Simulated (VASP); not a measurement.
# PbF2 (P4_2/mnm) in VASP: notebook

The runs below take PbF2 through single point, relaxation of cell and atoms, with PBEsol.

Program: VASP 6.6.1. These are calculated values, not measurements. Logs are shortened: lines on timing, memory, paths and dates and some standing lists are left out, and cuts for length are marked.

## 1. The cell of the first run

Symmetry: P4_2/mnm, No. 136, tetragonal system. Conventional cell: a = 5.595 Å, b = 5.595 Å, c = 3.886 Å, α = 90.00°, β = 90.00°, γ = 90.00°. Within 3.2 Å of Pb (site symmetry mmm) lie 6 F at 2.43 to 2.47 Å. F (site symmetry m2m) has 3 Pb at 2.43 to 2.47 Å and 1 F at 3.04 Å within 3.2 Å.

## 2. Single point, PBEsol

Contents of INCAR:

```
ALGO     = Normal         # electronic algorithm
EDIFF    = 1E-6           # SCF threshold, eV
ENCUT    = 520            # plane-wave cutoff, eV
GGA      = PS             # functional
ISIF     = 2              # what is computed and relaxed
ISMEAR   = -1             # smearing method
LASPH    = True           # aspherical terms in the spheres
LCHARG   = False          # write CHGCAR
LREAL    = False          # projectors in reciprocal space
LWAVE    = False          # write WAVECAR
NBANDS   = 37             # bands
NELM     = 80             # most SCF steps
PREC     = Accurate       # precision mode
SIGMA    = 0.03           # smearing width, eV
```

Contents of KPOINTS:

```
k-points
0
Gamma
  4 4 6
```

Contents of POSCAR:

```
PbF2
1.0
    5.5953613675      0.0000000000      0.0000000000
    0.0000000000      5.5953613675      0.0000000000
    0.0000000000      0.0000000000      3.8864498881
Pb F
2 4
Direct
    0.5000000000      0.5000000000      0.5000000000
    0.0000000000      0.0000000000      0.0000000000
    0.6922942189      0.6922942189      0.0000000000
    0.8077057811      0.1922942189      0.5000000000
    0.3077057811      0.3077057811      0.0000000000
    0.1922942189      0.8077057811      0.5000000000
```

Potentials or basis: VASP PAW PBE potentials, release 64 (Pb_d, F).

Started as:

```bash
> cat potpaw_PBE.64/Pb_d/POTCAR potpaw_PBE.64/F/POTCAR > POTCAR
> mpirun -np 1 vasp_std > vasp.out
```

OUTCAR:

```text
EDIFF = 1E-6
   ENCUT = 520
   GGA = PS
   ISIF = 2
   ISMEAR = -1
   LASPH = True
   LREAL = False
   NELM = 80
   PREC = Accurate

 ion  position               nearest neighbor table
   1  0.500  0.500  0.500-   4 2.43   6 2.43   5 2.47   3 2.47   3 2.47   5 2.47
   2  0.000  0.000  0.000-   3 2.43   5 2.43   4 2.47   6 2.47   4 2.47   6 2.47
   3  0.692  0.692  0.000-   2 2.43   1 2.47   1 2.47
   4  0.808  0.192  0.500-   1 2.43   2 2.47   2 2.47
   5  0.308  0.308  0.000-   2 2.43   1 2.47   1 2.47
   6  0.192  0.808  0.500-   1 2.43   2 2.47   2 2.47

  LATTYP: Found a simple tetragonal cell.
 ALAT       =     5.5953613675
 C/A-ratio  =     0.6945842516

  Lattice vectors:

 A1 = (   5.5953613675,   0.0000000000,   0.0000000000)
 A2 = (   0.0000000000,   5.5953613675,   0.0000000000)
 A3 = (   0.0000000000,   0.0000000000,   3.8864498881)

Analysis of symmetry for initial positions (statically):
=====================================================================
 Subroutine PRICEL returns:
 Original cell was already a primitive cell.

 Routine SETGRP: Setting up the symmetry group for a
 simple tetragonal supercell.

 Subroutine GETGRP returns: Found 16 space group operations
 (whereof  8 operations were pure point group operations)
 out of a pool of 16 trial point group operations.

The static configuration has the point symmetry D_2h.
 The point group associated with its full space group is D_4h.

Analysis of symmetry for dynamics (positions and initial velocities):
=====================================================================
 Subroutine PRICEL returns:
 Original cell was already a primitive cell.

 Routine SETGRP: Setting up the symmetry group for a
 simple tetragonal supercell.

 Subroutine GETGRP returns: Found 16 space group operations
 (whereof  8 operations were pure point group operations)
 out of a pool of 16 trial point group operations.

The dynamic configuration has the point symmetry D_2h.
 The point group associated with its full space group is D_4h.

 Subroutine INISYM returns: Found 16 space group operations
 (whereof  8 operations are pure point group operations),
 and found     1 'primitive' translations

----------------------------------------------------------------------------------------

                                     Primitive cell

  volume of cell :     121.6772

[... 96 lines left out ...]
   LREAL  =      F    real-space projection
   EDIFFG = 0.1E-04   stopping-criterion for IOM
   NSW    =      0    number of steps for IOM
   IBRION =     -1    ionic relax: 0-MD 1-quasi-New 2-CG
   NFREE  =      0    steps in history (QN), initial steepest desc. (CG)
   ISIF   =      2    stress and relaxation
   ISYM   =      2    0-nonsym 1-usesym 2-fastsym
   POTIM  = 0.5000    time-step for ionic-motion
   TEBEG  =    0.0;   TEEND  =   0.0 temperature during run
   PSTRESS=    0.0 pullay stress
   NELECT =      56.0000    total number of electrons
   NUPDOWN=      -1.0000    fix difference up-down
   EMIN   =  10.00;   EMAX   =-10.00  energy-range for DOS
   EFERMI =   0.00;   METHOD = LEGACY
   ISMEAR =    -1;   SIGMA  =   0.03  broadening in eV -4-tet -1-fermi 0-gaus
   EFERMI_NEDOS =   21; number of points for ismear=-14 and -15
   IALGO  =     38    algorithm
   IMIX   =      4    mixing-type and parameters
     AMIX     =   0.40;   BMIX     =  1.00
     AMIX_MAG =   1.60;   BMIX_MAG =  1.00
  volume/ion in A,a.u.               =      20.28       136.85
  Fermi-wavevector in a.u.,A,eV,Ry     =   1.263963  2.388544 21.736704  1.597603
  Thomas-Fermi vector in A             =   2.397293
   LORBIT       =      0    0 simple, 1 ext, 2 COOP (PROOUT), +10 PAW based schemes
   GGA     = PS    functional components
   LHFCALC =     F    Hartree Fock is set to
   AEXX    =    0.0000 exact exchange contribution
   IVDW    =     0    specifies the selected vdW correction
   LEPSILON=     F    determine dielectric tensor
   LRPA    =     F    only Hartree local field effects (RPA)
 non-spin polarized calculation
  energy-cutoff  :      520.00
  volume of cell :      121.68
 maximum number of plane-waves:      3295
 NGX is ok and might be reduce to    42
   NGX = 21   NGY = 21   NGZ = 15

 number of electron      55.9999984 magnetization

 Free energy of the ion-electron system (eV)
  ---------------------------------------------------
  ext. energy  EPLUGINS =         0.00000000
  ---------------------------------------------------
  free energy    TOTEN  =       -29.42864659 eV

  energy without entropy =      -29.42864659  energy(sigma->0) =      -29.42864659

 E-fermi :   1.7915     XC(G=0):  -8.7332

 val. band max:        1.0750542798   @ k =   0.0000   0.0000   0.1667
 cond. band min:       4.7006603607   @ k =   0.5000   0.5000   0.0000
 fundamental gap:      3.6256060809
 Fermi energy:         1.7915067354

 k-point     1 :       0.0000    0.0000    0.0000
  band No.  band energies     occupation
      1     -20.3998      2.00000
      2     -20.2416      2.00000
      3     -20.1261      2.00000
      4     -20.1261      2.00000
      5     -13.9506      2.00000
      6     -13.9505      2.00000
[... 949 lines left out ...]
     36      12.0099      0.00000
     37      13.0276      0.00000

------------------------ aborting loop because EDIFF is reached ----------------------------------------

  FORCE on cell =-STRESS in cart. coord.  units (eV):
  Direction    XX          YY          ZZ          XY          YZ          ZX
  --------------------------------------------------------------------------------------
  -------------------------------------------------------------------------------------
  Total       -0.1321634     -0.1321634     -0.0993493      0.0000000      0.0000000      0.0000000
  in kB       -1.7402532     -1.7402532     -1.3081754      0.0000000      0.0000000      0.0000000
  external PRESSURE =      -1.5962273 kB  Pullay stress =       0.0000000 kB

 VOLUME and BASIS-vectors are now :
 -----------------------------------------------------------------------------
  energy-cutoff  :      520.00
  volume of cell :      121.68
      direct lattice vectors                 reciprocal lattice vectors
     5.595361367  0.000000000  0.000000000     0.178719467  0.000000000  0.000000000
     0.000000000  5.595361367  0.000000000     0.000000000  0.178719467  0.000000000
     0.000000000  0.000000000  3.886449888     0.000000000  0.000000000  0.257304231

 POSITION                                       TOTAL-FORCE (eV/Angst)
 -----------------------------------------------------------------------------------
      2.79768      2.79768      1.94322         0.000000      0.000000      0.000000
      0.00000      0.00000      0.00000         0.000000      0.000000      0.000000
      3.87364      3.87364      0.00000         0.001798      0.001798     -0.000000
      4.51941      1.07596      1.94322        -0.001798      0.001798     -0.000000
      1.72173      1.72173      0.00000        -0.001798     -0.001798      0.000000
      1.07596      4.51941      1.94322         0.001798     -0.001798      0.000000
 -----------------------------------------------------------------------------------
    total drift:                                0.000000     -0.000000     -0.000000

  FREE ENERGIE OF THE ION-ELECTRON SYSTEM (eV)
  ---------------------------------------------------
  free  energy   TOTEN  =       -29.4286465944 eV

  energy  without entropy=      -29.4286465944  energy(sigma->0) =      -29.42864659
```

OSZICAR:

```text
N       E                     dE             d eps       ncg     rms          rms(c)
DAV:   1     0.735444676708E+03    0.73544E+03   -0.27567E+04  1776   0.167E+03
DAV:   2     0.802865394430E+02   -0.65516E+03   -0.62006E+03  1905   0.482E+02
DAV:   3    -0.276299513924E+02   -0.10792E+03   -0.10551E+03  2168   0.214E+02
DAV:   4    -0.326800506144E+02   -0.50501E+01   -0.50312E+01  2088   0.510E+01
DAV:   5    -0.328500572043E+02   -0.17001E+00   -0.16999E+00  2250   0.953E+00    0.104E+01
DAV:   6    -0.294688639411E+02    0.33812E+01   -0.11852E+01  2547   0.251E+01    0.389E+00
DAV:   7    -0.294478119536E+02    0.21052E-01   -0.95874E-01  1807   0.474E+00    0.223E+00
DAV:   8    -0.294306303329E+02    0.17182E-01   -0.22069E-01  1885   0.399E+00    0.647E-01
DAV:   9    -0.294265046947E+02    0.41256E-02   -0.28879E-02  2668   0.121E+00    0.143E-01
DAV:  10    -0.294285703644E+02   -0.20657E-02   -0.24952E-03  1986   0.393E-01    0.408E-02
DAV:  11    -0.294286350234E+02   -0.64659E-04   -0.14958E-04  2217   0.806E-02    0.125E-02
DAV:  12    -0.294286470662E+02   -0.12043E-04   -0.32483E-05  2345   0.448E-02    0.610E-03
DAV:  13    -0.294286465944E+02    0.47184E-06   -0.34102E-06  1732   0.235E-02
   1 F= -.29428647E+02 E0= -.29428647E+02  d E =-.175944E-11
```

Wall time 2.5 min (1 thread of Intel Xeon 8259CL, shared host); peak memory 0.27 GiB.

What came out:

```yaml
Free_energy: -29.4286 eV
Pressure: -0.2 GPa
Band_gap_on_the_k_mesh: 3.63 eV (least direct gap 3.79 eV)
```

Forces on the atoms (eV/Å):
```
Pb   0.000  0.000  0.000
Pb   0.000  0.000  0.000
F    0.002  0.002  0.000
F   -0.002  0.002  0.000
F   -0.002 -0.002  0.000
F    0.002 -0.002  0.000
```

Levels at points of the mesh, in eV from the valence-band top:
```
           k point  band 26  band 27  band 28  band 29  band 30  band 31
(0.00, 0.00, 0.00)    -2.43    -2.18    -0.05     3.74     3.74     6.95
(0.50, 0.00, 0.00)    -2.36    -1.35    -1.35     4.21     4.21     5.82
(0.50, 0.50, 0.00)    -2.40    -1.12    -1.12     3.63     3.63     6.74
(0.00, 0.00, 0.50)    -2.51    -0.47    -0.47     5.14     5.14     6.08
(0.50, 0.00, 0.50)    -2.44    -0.32    -0.32     4.13     4.13     6.21
(0.50, 0.50, 0.50)    -2.40    -0.83    -0.83     5.37     5.37     5.61
```

Caveat: the PAW data sets were made with another functional, which shifts forces and pressure a little; spin-orbit coupling is left out, which moves the levels of the heavy elements. A k mesh can miss the band edges.

## 3. Relaxation of cell and atoms, PBEsol

This run uses another cell than the first one, of 17.25 Å³/atom.

Contents of INCAR:

```
SYSTEM = PbF2
PREC = Accurate
ENCUT = 600
EDIFF = 1E-7
ISMEAR = -1
SIGMA = 0.03
LREAL = .False.
LASPH = .True.
NELM = 80
ALGO = Normal
ISIF = 3
LWAVE = .False.
LCHARG = .False.
GGA = PS
IBRION = 2
NSW = 100
EDIFFG = -0.01
```

Contents of KPOINTS:

```
Automatic mesh
0
Gamma
  4 4 6
  0 0 0
```

Contents of POSCAR:

```
PbF2
1.0
    5.3701105000      0.0000000000      0.0000000000
    0.0000000000      5.3701105000      0.0000000000
    0.0000000000      0.0000000000      3.5897594000
Pb F
2 4
Direct
    0.5000000000      0.5000000000      0.5000000000
    0.0000000000      0.0000000000      0.0000000000
    0.6955720000      0.6955720000      0.0000000000
    0.8044280000      0.1955720000      0.5000000000
    0.3044280000      0.3044280000      0.0000000000
    0.1955720000      0.8044280000      0.5000000000
```

Potentials or basis: VASP PAW PBE potentials, release 64 (Pb_d, F).

Started as:

```bash
> cat potpaw_PBE.64/Pb_d/POTCAR potpaw_PBE.64/F/POTCAR > POTCAR
> mpirun -np 1 vasp_std > vasp.out
```

Wall time 20 min (1 thread of Intel Xeon 8259CL, shared host); peak memory 0.31 GiB.

Results (log left out):

* Free energy: -29.4068 eV
* Relaxed volume: 20.24 Å³/atom
* Relaxed cell: a = 5.592 Å, b = 5.592 Å, c = 3.884 Å, α = 90.00°, β = 90.00°, γ = 90.00°
* Space group after relaxing (to 0.1 Å): P4_2/mnm (No. 136)
* Energy gained by relaxing: 125.7 meV/atom
* Ionic steps: 11
* Pressure after relaxing: 0.0 GPa
* Largest force after relaxing: 0.009 eV/Å
* Band gap on the k mesh: 3.62 eV (least direct gap 3.78 eV)

Forces in eV/Å, atoms in the order of the input:
```
Pb   0.000  0.000  0.000
Pb   0.000  0.000  0.000
F   -0.006 -0.006  0.000
F    0.006 -0.006  0.000
F    0.006  0.006  0.000
F   -0.006  0.006  0.000
```

Step by step:
```
step  energy change (eV)  largest force (eV/Å)  pressure (GPa)  volume (Å³)
   1              0.0000                0.2548           14.91       103.52
   2             -0.6518                0.1943           -3.43       129.45
   3             -0.7451                0.1367            0.16       121.35
   4             -0.7451                0.1405           -0.04       121.72
   5             -0.7481                0.1006           -0.09       121.86
   6             -0.7509                0.0137           -0.18       122.17
   7             -0.7525                0.0063            0.03       121.67
   8             -0.7531                0.0018            0.27       121.11
   9             -0.7542                0.0066            0.12       121.29
  10             -0.7544                0.0135           -0.01       121.45
  11             -0.7545                0.0091           -0.01       121.45
```

Final structure:
```
Pb F
1.0
     5.59200    0.00000    0.00000
     0.00000    5.59200    0.00000
     0.00000    0.00000    3.88395
Pb F
2 4
Direct
  0.50000 0.50000 0.50000
  0.00000 0.00000 0.00000
  0.69256 0.69256 0.00000
  0.80744 0.19256 0.50000
  0.30744 0.30744 0.00000
  0.19256 0.80744 0.50000
```

Levels at points of the mesh, in eV from the valence-band top:
| k point | band 25 | band 26 | band 27 | band 28 | band 29 | band 30 | band 31 | band 32 |
| --- | --- | --- | --- | --- | --- | --- | --- | --- |
| (0.00, 0.00, 0.00) | -2.45 | -2.45 | -2.20 | -0.05 | 3.74 | 3.74 | 6.95 | 6.95 |
| (0.50, 0.00, 0.00) | -2.37 | -2.37 | -1.36 | -1.36 | 4.20 | 4.20 | 5.82 | 5.82 |
| (0.50, 0.50, 0.00) | -2.42 | -2.42 | -1.13 | -1.13 | 3.62 | 3.62 | 6.74 | 6.74 |
| (0.00, 0.00, 0.50) | -2.53 | -2.53 | -0.48 | -0.48 | 5.12 | 5.12 | 6.08 | 6.08 |
| (0.50, 0.00, 0.50) | -2.45 | -2.45 | -0.33 | -0.33 | 4.12 | 4.12 | 6.20 | 6.20 |
| (0.50, 0.50, 0.50) | -2.41 | -2.41 | -0.84 | -0.84 | 5.36 | 5.36 | 5.61 | 5.61 |

Caveat: the volume moved by over 15 % at a fixed basis, so the end points are rough; the PAW data sets were made with another functional, which shifts forces and pressure a little; spin-orbit coupling is left out, which moves the levels of the heavy elements. A k mesh can miss the band edges.
